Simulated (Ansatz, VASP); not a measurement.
AlN: VASP beside Ansatz

```xyz
2
Lattice="0.0000 2.0055 2.0055 2.0055 0.0000 2.0055 2.0055 2.0055 0.0000" Properties=species:S:1:pos:R:3 pbc="T T T"
Al    0.0000    0.0000    0.0000
N     2.0055    2.0055    2.0055
```

Change from the starting cell: volume scaled by 1, crystal datasets.

Alike in both runs: task single point; functional LDA; k mesh 15 × 15 × 15; occupations fermi-dirac, width 0.1 eV; no spin polarisation.

```csv
,VASP,Ansatz
version,VASP 6.6.1,Ansatz 0.2.0
potentials or method,"VASP PAW LDA potentials, release 64 (Al, N), cutoff 600 eV","all-electron PAW with datasets made for the crystal, scalar-relativistic"
```

|  | VASP | Ansatz | Ansatz less VASP |
| --- | --- | --- | --- |
| gap on the k mesh at the Fermi level (eV) | 4.76 | 4.76 | -0.005 |
| pressure (GPa) | 0.5 | 0.1 | -0.47 |

LDA's correlation is that of Perdew and Zunger in VASP and of Perdew and Wang (1992) in Ansatz. Ansatz ran all-electron here, and VASP with PAW potentials.
